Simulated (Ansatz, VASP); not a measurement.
# One calculation of Rb, two programs

POSCAR

```
Rb
1.0
   -2.8677202310      2.8677202310      2.8677202310
    2.8677202310     -2.8677202310      2.8677202310
    2.8677202310      2.8677202310     -2.8677202310
Rb
1
Direct
    0.0000000000      0.0000000000      0.0000000000
```

Contents of INCAR.step1:

```
ALGO = Normal
EDIFF = 1E-4
ENCUT = 520
GGA = PE
ISMEAR = -1
LASPH = T
LCHARG = F
LREAL = F
LWAVE = T
NBANDS = 10
NELM = 80
PREC = Accurate
SIGMA = 0.1
```

The input INCAR.step2:

```
ALGO = Normal
EDIFF = 1E-7
ENCUT = 520
ISIF = 2
ISMEAR = -1
ISTART = 1
LASPH = T
LCHARG = T
LELF = T
LMIXTAU = T
LREAL = F
LVHAR = T
LWAVE = F
METAGGA = R2SCAN
NBANDS = 10
NELM = 80
PREC = Accurate
SIGMA = 0.1
```

Contents of KPOINTS:

```
k-points
0
Gamma
  8 8 8
```

Input for Ansatz:

```yaml
crystal:
  lattice:
    - [-2.867720231, 2.867720231, 2.867720231]
    - [2.867720231, -2.867720231, 2.867720231]
    - [2.867720231, 2.867720231, -2.867720231]
  atoms:
    - { symbol: Rb, position: [0.0, 0.0, 0.0] }
hamiltonian:
  xc: r2scan
  pseudopotentials:
    kind: paw
    azcp:
      Rb: "pseudopotentials/Rb.paw.azcp"
basis:
  ecutwfc: 800
  fft_grid_basis: typed
kpoints:
  mp_grid: { grid: [8, 8, 8], shift: [0, 0, 0] }
magnetization:
  spin_polarized: false
scf:
  occupations: { method: fermi_dirac, width: 0.1 }
  lower_state_search: "off"
output:
  stress: true
```

Alike in both runs: task single point; functional r2SCAN; k mesh 8 × 8 × 8; occupations fermi-dirac, width 0.1 eV; no spin polarisation.

|  | VASP | Ansatz |
| --- | --- | --- |
| version | VASP 6.6.1 | Ansatz 0.2.0 |
| potentials or method | VASP PAW PBE potentials, release 64 (Rb_sv), cutoff 520 eV | plane waves (800 eV) with PAW, scalar-relativistic |
| valence electrons in the cell | 9 | 9 |

```tsv
	VASP	Ansatz	Ansatz less VASP
pressure (GPa)	0.0	0.0	0.00
```

VASP's potentials were made for PBE, not for r2SCAN. With one functional, cell and mesh, what is left measures potentials, basis and numerics.
